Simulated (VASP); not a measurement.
# GaN (Fm-3m) in VASP: single point with r2SCAN

Aim: the single point of GaN with r2SCAN.

All numbers are computed with VASP 6.6.1; they aren't measurements. Logs are shortened: lines on timing, memory, paths and dates and some standing lists are left out, and cuts for length are marked.

### Step 1. The cell of the first run

Symmetry: Fm-3m, No. 225, cubic system. Conventional cell: a = 4.110 Å, b = 4.110 Å, c = 4.110 Å, α = 90.00°, β = 90.00°, γ = 90.00°. Ga (site symmetry m-3m) has 6 N at 2.06 Å within 2.7 Å. N (site symmetry m-3m) has 6 Ga at 2.06 Å within 2.7 Å.

### Step 2. Single point, r2SCAN (strained)

POSCAR

```
GaN
1.0
    0.0000000000      2.0552490969      2.0552490969
    2.0552490969      0.0000000000      2.0552490969
    2.0552490969      2.0552490969      0.0000000000
Ga N
1 1
Direct
    0.0000000000      0.0000000000      0.0000000000
    0.5000000000      0.5000000000      0.5000000000
```

INCAR.step1

```
SYSTEM = GaN
PREC = Accurate
ENCUT = 1460
ISMEAR = 0
SIGMA = 0.02
LREAL = .False.
LASPH = .True.
NELM = 120
NBANDS = 16
GGA = PE
ALGO = Normal
EDIFF = 1E-5
LWAVE = .True.
LCHARG = .False.
GGA_COMPAT = .False.
```

INCAR.step2

```
SYSTEM = GaN
PREC = Accurate
ENCUT = 1460
EDIFF = 1E-6
ISMEAR = 0
SIGMA = 0.02
LREAL = .False.
LASPH = .True.
NELM = 120
ALGO = Normal
ISIF = 2
LWAVE = .False.
LCHARG = .False.
METAGGA = R2SCAN
LMIXTAU = .True.
NBANDS = 16
ISTART = 1
GGA_COMPAT = .False.
```

KPOINTS

```
regular mesh
0
Gamma
  12 12 12
  0 0 0
```

Potentials or basis: VASP PAW PBE potentials, release 64 (Ga_d, N_h).

Started as:

```console
> cat potpaw_PBE.64/Ga_d/POTCAR potpaw_PBE.64/N_h/POTCAR > POTCAR
> cp INCAR.step1 INCAR
> mpirun -np 1 vasp_std > vasp.out
> cp INCAR.step2 INCAR
> mpirun -np 1 vasp_std > vasp.out
```

OUTCAR:

```text
SYSTEM = GaN
   PREC = Accurate
   ENCUT = 1460
   EDIFF = 1E-6
   ISMEAR = 0
   LREAL = .False.
   LASPH = .True.
   NELM = 120
   ISIF = 2
   METAGGA = R2SCAN
   ISTART = 1

 ion  position               nearest neighbor table
   1  0.000  0.000  0.000-   2 2.06   2 2.06   2 2.06   2 2.06   2 2.06   2 2.06
   2  0.500  0.500  0.500-   1 2.06   1 2.06   1 2.06   1 2.06   1 2.06   1 2.06

  LATTYP: Found a face centered cubic cell.
 ALAT       =     4.1104981938

  Lattice vectors:

 A1 = (   0.0000000000,   2.0552490969,   2.0552490969)
 A2 = (   2.0552490969,   0.0000000000,   2.0552490969)
 A3 = (   2.0552490969,   2.0552490969,   0.0000000000)

Analysis of symmetry for initial positions (statically):
=====================================================================
 Subroutine PRICEL returns:
 Original cell was already a primitive cell.

 Routine SETGRP: Setting up the symmetry group for a
 face centered cubic supercell.

 Subroutine GETGRP returns: Found 48 space group operations
 (whereof 48 operations were pure point group operations)
 out of a pool of 48 trial point group operations.

The static configuration has the point symmetry O_h .

Analysis of symmetry for dynamics (positions and initial velocities):
=====================================================================
 Subroutine PRICEL returns:
 Original cell was already a primitive cell.

 Routine SETGRP: Setting up the symmetry group for a
 face centered cubic supercell.

 Subroutine GETGRP returns: Found 48 space group operations
 (whereof 48 operations were pure point group operations)
 out of a pool of 48 trial point group operations.

The dynamic configuration has the point symmetry O_h .

 Subroutine INISYM returns: Found 48 space group operations
 (whereof 48 operations are pure point group operations),
 and found     1 'primitive' translations

----------------------------------------------------------------------------------------

                                     Primitive cell

  volume of cell :      17.3629

  direct lattice vectors                    reciprocal lattice vectors
     0.000000000  2.055249097  2.055249097    -0.243279513  0.243279513  0.243279513
     2.055249097  0.000000000  2.055249097     0.243279513 -0.243279513  0.243279513
     2.055249097  2.055249097  0.000000000     0.243279513  0.243279513 -0.243279513

  length of vectors
     2.906561147  2.906561147  2.906561147     0.421372477  0.421372477  0.421372477

  position of ions in fractional coordinates (direct lattice)
     0.000000000  0.000000000  0.000000000
     0.500000000  0.500000000  0.500000000

  ion indices of the primitive-cell ions
   primitive index   ion index
                 1           1
                 2           2

----------------------------------------------------------------------------------------

 KPOINTS: regular mesh

Automatic generation of k-mesh.
 Grid dimensions read from file:
 generate k-points for:   12   12   12

 Generating k-lattice:

  Cartesian coordinates                     Fractional coordinates (reciprocal lattice)
    -0.020273293  0.020273293  0.020273293     0.083333333  0.000000000  0.000000000
     0.020273293 -0.020273293  0.020273293     0.000000000  0.083333333  0.000000000
     0.020273293  0.020273293 -0.020273293     0.000000000  0.000000000  0.083333333

  Length of vectors
     0.035114373  0.035114373  0.035114373

  Shift w.r.t. Gamma in fractional coordinates (k-lattice)
     0.000000000  0.000000000  0.000000000

 Subroutine IBZKPT returns following result:
 ===========================================

 Found     72 irreducible k-points:

 Following reciprocal coordinates:
            Coordinates               Weight
  0.000000  0.000000  0.000000      1.000000
  0.083333  0.000000  0.000000      8.000000
  0.166667  0.000000  0.000000      8.000000
  0.250000  0.000000  0.000000      8.000000
  0.333333  0.000000  0.000000      8.000000
  0.416667  0.000000  0.000000      8.000000
[... 16 lines left out ...]
  0.500000  0.166667  0.000000     24.000000
 -0.416667  0.166667  0.000000     24.000000
 [... further k-points ...]
   k-points           NKPTS =     72   k-points in BZ     NKDIM =     72   number of bands    NBANDS=     16
   number of dos      NEDOS =    301   number of ions     NIONS =      2
   total plane-waves  NPLWV =  46656
   dimension x,y,z NGX =    36 NGY =   36 NGZ =   36
   dimension x,y,z NGXF=    72 NGYF=   72 NGZF=   72
   ions per type =               1   1
   NGX,Y,Z   is equivalent  to a cutoff of  20.59, 20.59, 20.59 a.u.
   NGXF,Y,Z  is equivalent  to a cutoff of  41.18, 41.18, 41.18 a.u.
 SYSTEM =  GaN
   PREC   = accura    normal or accurate (medium, high low for compatibility)
   ISTART =      1    job   : 0-new  1-cont  2-samecut
   ICHARG =      0    charge: 1-file 2-atom 10-const
   ISPIN  =      1    spin polarized calculation?
   LNONCOLLINEAR =      F non collinear calculations
   LSORBIT =      F    spin-orbit coupling
   LASPH  =      T    aspherical Exc in radial PAW
   ENCUT  = 1460.0 eV 107.31 Ry   10.36 a.u.   9.06  9.06  9.06*2*pi/ulx,y,z
   NELM   =    120;   NELMIN=  2; NELMDL=  0     # of ELM steps
   EDIFF  = 0.1E-05   stopping-criterion for ELM
   LREAL  =      F    real-space projection
   EDIFFG = 0.1E-04   stopping-criterion for IOM
   NSW    =      0    number of steps for IOM
   IBRION =     -1    ionic relax: 0-MD 1-quasi-New 2-CG
   NFREE  =      0    steps in history (QN), initial steepest desc. (CG)
   ISIF   =      2    stress and relaxation
   ISYM   =      2    0-nonsym 1-usesym 2-fastsym
   POTIM  = 0.5000    time-step for ionic-motion
   TEBEG  =    0.0;   TEEND  =   0.0 temperature during run
   PSTRESS=    0.0 pullay stress
   NELECT =      18.0000    total number of electrons
   NUPDOWN=      -1.0000    fix difference up-down
   EMIN   =  10.00;   EMAX   =-10.00  energy-range for DOS
   EFERMI =   0.00;   METHOD = LEGACY
   ISMEAR =     0;   SIGMA  =   0.02  broadening in eV -4-tet -1-fermi 0-gaus
   EFERMI_NEDOS =   21; number of points for ismear=-14 and -15
   IALGO  =     38    algorithm
   IMIX   =      4    mixing-type and parameters
     AMIX     =   0.40;   BMIX     =  1.00
     AMIX_MAG =   1.60;   BMIX_MAG =  1.00
  volume/ion in A,a.u.               =       8.68        58.59
  Fermi-wavevector in a.u.,A,eV,Ry     =   1.656881  3.131050 37.351437  2.745253
  Thomas-Fermi vector in A             =   2.744729
   LORBIT       =      0    0 simple, 1 ext, 2 COOP (PROOUT), +10 PAW based schemes
   METAGGA = R2SCAN    functional components
   LHFCALC =     F    Hartree Fock is set to
   AEXX    =    0.0000 exact exchange contribution
   IVDW    =     0    specifies the selected vdW correction
   LEPSILON=     F    determine dielectric tensor
   LRPA    =     F    only Hartree local field effects (RPA)
 non-spin polarized calculation
 Gauss-broadening in eV      SIGMA  =   0.02
  energy-cutoff  :     1460.00
  volume of cell :       17.36
 maximum number of plane-waves:      2229
   NGX = 19   NGY = 19   NGZ = 19

 number of electron      18.0000002 magnetization

 Free energy of the ion-electron system (eV)
  ---------------------------------------------------
  ext. energy  EPLUGINS =         0.00000000
  ---------------------------------------------------
  free energy    TOTEN  =       -20.87747121 eV

  energy without entropy =      -20.87747121  energy(sigma->0) =      -20.87747121

 E-fermi :   9.2573     XC(G=0): -14.7132

 val. band max:        9.1331135812   @ k =  -0.1667   0.1667   0.0000
 cond. band min:      10.8222954396   @ k =   0.5000   0.5000   0.0000
 fundamental gap:      1.6891818584
 Fermi energy:         9.2572977932

 k-point     1 :       0.0000    0.0000    0.0000
  band No.  band energies     occupation
      1      -9.8144      2.00000
      2      -5.2149      2.00000
      3      -5.2149      2.00000
      4      -5.2149      2.00000
      5      -5.1285      2.00000
      6      -5.1285      2.00000
[... 8 lines left out ...]
     15      27.3701      0.00000
     16      27.3701      0.00000

 k-point     2 :       0.0833    0.0000    0.0000
  band No.  band energies     occupation
      1      -9.6658      2.00000
      2      -5.2229      2.00000
      3      -5.2071      2.00000
      4      -5.2071      2.00000
      5      -5.1416      2.00000
      6      -5.1416      2.00000
[... 8 lines left out ...]
     15      26.9364      0.00000
     16      26.9926      0.00000

 k-point     3 :       0.1667    0.0000    0.0000
  band No.  band energies     occupation
      1      -9.2297      2.00000
      2      -5.2459      2.00000
      3      -5.2350      2.00000
      4      -5.2350      2.00000
      5      -5.1278      2.00000
      6      -5.1278      2.00000
[... 8 lines left out ...]
     15      27.3250      0.00000
     16      27.3250      0.00000

 k-point     4 :       0.2500    0.0000    0.0000
  band No.  band energies     occupation
      1      -8.5409      2.00000
      2      -5.3113      2.00000
      3      -5.3113      2.00000
      4      -5.2830      2.00000
      5      -5.0691      2.00000
      6      -5.0691      2.00000
[... 8 lines left out ...]
     15      28.6477      0.00000
     16      28.6477      0.00000
[... 324 lines left out ...]
 k-point    22 :       0.4167    0.1667    0.0000
  band No.  band energies     occupation
      1      -7.4208      2.00000
      2      -5.3721      2.00000
      3      -5.2903      2.00000
      4      -5.2172      2.00000
      5      -4.9397      2.00000
      6      -4.7198      2.00000
[... 8 lines left out ...]
     15      32.2214      0.00000
     16      34.7147      0.00000

 k-point    23 :       0.5000    0.1667    0.0000
  band No.  band energies     occupation
      1      -6.9983      2.00000
      2      -5.4063      2.00000
      3      -5.3557      2.00000
      4      -5.1767      2.00000
      5      -4.9277      2.00000
      6      -4.4117      2.00000
[... 8 lines left out ...]
     15      32.3216      0.00000
     16      34.9071      0.00000

 k-point    24 :      -0.4167    0.1667    0.0000
  band No.  band energies     occupation
      1      -6.8775      2.00000
      2      -5.4268      2.00000
      3      -5.3964      2.00000
      4      -5.1785      2.00000
      5      -4.9509      2.00000
      6      -4.3551      2.00000
[... 8 lines left out ...]
     15      32.0311      0.00000
     16      32.3843      0.00000

 [... further k-points ...]
[... 5 lines left out ...]
  --------------------------------------------------------------------------------------
  -------------------------------------------------------------------------------------
  Total        2.5707648      2.5707648      2.5707648      0.0000000      0.0000000      0.0000000
  in kB      237.2190339    237.2190339    237.2190339      0.0000000      0.0000000      0.0000000
  external PRESSURE =     237.2190339 kB  Pullay stress =       0.0000000 kB

 VOLUME and BASIS-vectors are now :
 -----------------------------------------------------------------------------
  energy-cutoff  :     1460.00
  volume of cell :       17.36
      direct lattice vectors                 reciprocal lattice vectors
     0.000000000  2.055249097  2.055249097    -0.243279513  0.243279513  0.243279513
     2.055249097  0.000000000  2.055249097     0.243279513 -0.243279513  0.243279513
     2.055249097  2.055249097  0.000000000     0.243279513  0.243279513 -0.243279513

 POSITION                                       TOTAL-FORCE (eV/Angst)
 -----------------------------------------------------------------------------------
      0.00000      0.00000      0.00000        -0.000000     -0.000000      0.000000
      2.05525      2.05525      2.05525         0.000000      0.000000      0.000000
 -----------------------------------------------------------------------------------
    total drift:                                0.000000      0.000000      0.000000

  FREE ENERGIE OF THE ION-ELECTRON SYSTEM (eV)
  ---------------------------------------------------
  free  energy   TOTEN  =       -20.8774712054 eV

  energy  without entropy=      -20.8774712054  energy(sigma->0) =      -20.87747121
```

Run time: 1.9 min. Hardware: 1 thread of Intel Xeon 6975P-C (Granite Rapids), shared host; peak memory 0.29 GiB.

What came out:

- Free energy: -20.8775 eV
- Pressure: 23.7 GPa
- Band gap on the k mesh: 1.69 eV (least direct gap 4.47 eV)

Caveat: the cell differs from its parent crystal (strained); the cell stands under pressure; the PAW data sets were made with another functional, which shifts forces and pressure a little. A k mesh can miss the band edges.
